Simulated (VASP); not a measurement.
InSb3, 4 atoms in the cell. The structure is cubic, space group Fm-3m (No. 225). The conventional cell has a = 7.589 Å, b = 7.589 Å, c = 7.589 Å, α = 90.00°, β = 90.00°, γ = 90.00°. In (site symmetry m-3m) has 14 Sb at 3.29 to 3.79 Å within 4.3 Å. Sb (site symmetry -43m) has 4 In at 3.29 Å and 10 Sb at 3.29 to 3.79 Å within 4.3 Å. Sb (site symmetry m-3m) has 8 Sb at 3.29 Å and 6 In at 3.79 Å within 4.3 Å. 

| Property | Result |
| --- | --- |
| Program | VASP 6.6.1 |
| Task | single point |
| Functional | PBE |
| Potentials or basis | VASP PAW PBE potentials, release 64 (In_d, Sb) |
| Cutoff | 520 eV |
| k mesh | 4 × 4 × 4 |
| Occupations | gaussian, width 0.1 eV |
| Spin | no spin polarisation |
| Dipole correction | no |
| Charge | -0.1 |
| Further INCAR settings | ALGO = Normal; EDIFF = 1e-07; NBANDS = 22; NELECT = 28.1 |

Potentials or basis: VASP PAW PBE potentials, release 64 (In_d, Sb).

Run with:

```bash
$ cat potpaw_PBE.64/In_d/POTCAR potpaw_PBE.64/Sb/POTCAR > POTCAR
$ mpirun -np 1 vasp_std > vasp.out
```

Hardware: 1 thread of AMD EPYC 7R13, with other jobs on the host.

Problem. How long does it take, and how much memory?

Solution. Run time: 55 s on 1 thread of AMD EPYC 7R13, with other jobs on the host, peak memory 0.21 GiB. Counts: scf iterations 14, k points 8.
